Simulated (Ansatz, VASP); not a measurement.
Two plane-wave programs on HfC

The input INCAR:

```
  PREC = Accurate
  ENCUT = 600
  EDIFF = 1E-6
  ISMEAR = -1
  SIGMA = 0.1
  LREAL = F
  LASPH = T
  NELM = 120
  ALGO = Normal
  ISIF = 2
  LWAVE = F
  LCHARG = F
  GGA = B5
  ALDAX = 1.0
  AGGAX = 1.0
  AGGAC = 1.0
  ALDAC = 0.0
  NBANDS = 14
  GGA_COMPAT = F
```

Contents of KPOINTS:

```
regular mesh
0
Gamma
  11 11 11
```

File POSCAR:

```
HfC
1.0
    0.0000000000      2.3250000000      2.3250000000
    2.3250000000      0.0000000000      2.3250000000
    2.3250000000      2.3250000000      0.0000000000
Hf C
1 1
Direct
    0.5000000000      0.5000000000      0.5000000000
    0.0000000000      0.0000000000      0.0000000000
```

Input for Ansatz:

```yaml
crystal:
  lattice:
    - [0.0, 2.325, 2.325]
    - [2.325, 0.0, 2.325]
    - [2.325, 2.325, 0.0]
  atoms:
    - { symbol: Hf, position: [0.5, 0.5, 0.5] }
    - { symbol: C, position: [0.0, 0.0, 0.0] }
basis:
  ecutwfc: 510.0
kpoints:
  mp_grid:
    grid: [11, 11, 11]
hamiltonian:
  xc: blyp
scf:
  occupations:
    method: fermi_dirac
output:
  stress: true
```

Alike in both runs: task single point; functional BLYP; k mesh 11 × 11 × 11; no spin polarisation.

|  | VASP | Ansatz |
| --- | --- | --- |
| version | VASP 6.6.1 | Ansatz 0.2.0 |
| potentials or method | VASP PAW PBE potentials, release 64 (Hf_pv, C), cutoff 600 eV | plane waves, PAW |
| occupations | fermi-dirac, width 0.1 eV | fermi-dirac |
| valence electrons in the cell | 14 | 30 |

```csv
,VASP,Ansatz,Ansatz less VASP
pressure (GPa),7.5,7.5,-0.01
```

VASP's potentials were made for PBE, not for BLYP. VASP's potentials hold 14 valence electrons a cell and Ansatz's 30, so a difference there can come from the potentials and not from the codes.

Neither program's run includes spin-orbit coupling.
